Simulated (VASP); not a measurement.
Te: single point with PBE

The system is Te.

```
CELL_PARAMETERS angstrom
4.48350 0.00000 0.00000
-2.24175 3.88282 0.00000
0.00000 0.00000 5.96323
ATOMIC_POSITIONS crystal
Te 0.73100 0.73100 0.00000
Te 0.00000 0.26900 0.66667
Te 0.26900 0.00000 0.33333
```

* Program: VASP 6.6.1
* Task: single point
* Functional: PBE
* Potentials or basis: VASP PAW PBE potentials, release 64 (Te)
* Cutoff: 520 eV
* k mesh: 7 × 7 × 5
* Occupations: fermi-dirac, width 0.05 eV
* Spin: no spin polarisation

* Pressure: 0.5 GPa
* Largest force: 0.055 eV/Å
* Band gap on the k mesh: 0.63 eV (least direct gap 0.77 eV)

Forces in eV/Å, atoms in the order of the input:
```
Te  -0.028 -0.048  0.000
Te  -0.028  0.048  0.000
Te   0.055  0.000  0.000
```

Levels at points of the mesh, in eV from the valence-band top:
```csv
k point,band 5,band 6,band 7,band 8,band 9,band 10,band 11,band 12,band 13,band 14
"(0.00, 0.00, 0.00)",-2.55,-2.55,-1.47,-1.47,-0.65,1.15,1.15,1.75,5.17,5.17
```

It took 120 s on 1 thread of Intel Xeon 8259CL, with other jobs on the host, peak memory 0.25 GiB.

Caveat: spin-orbit coupling is left out, which moves the levels of the heavy elements; an odd mesh through Γ misses points on the zone boundary, where band edges can lie.
